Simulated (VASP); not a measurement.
Input of a VASP 6.6.1 run:

Contents of INCAR:

```
PREC = Accurate
ENCUT = 520
EDIFF = 1E-6
ISMEAR = 0
SIGMA = 0.02
LREAL = False
LASPH = True
NELM = 100
ALGO = Normal
ISIF = 2
LWAVE = False
LCHARG = False
LDIPOL = True
IDIPOL = 3
DIPOL = 0.5 0.5 0.500
GGA = PE
IVDW = 12
NBANDS = 28
```

KPOINTS

```
Automatic mesh
0
Gamma
  6 6 1
```

File POSCAR:

```
PbO
1.0
    3.9050000000      0.0000000000      0.0000000000
    0.0000000000      3.9050000000      0.0000000000
    0.0000000000      0.0000000000     30.7493267952
Pb O
2 2
Direct
    0.5000000000      0.0000000000      0.4566657180
    0.0000000000      0.5000000000      0.5433342820
    0.0000000000      0.0000000000      0.5000000000
    0.5000000000      0.5000000000      0.5000000000
```

Potentials or basis: VASP PAW PBE potentials, release 64 (Pb_d, O).

Launch:

```bash
$ cat potpaw_PBE.64/Pb_d/POTCAR potpaw_PBE.64/O/POTCAR > POTCAR
$ mpirun -np 1 vasp_std > vasp.out
```

(1) Estimate the largest force.

(2) What does it give for the dispersion energy per atom?

Answers

(1) 1.376 eV/Å.

(2) -0.143 eV.
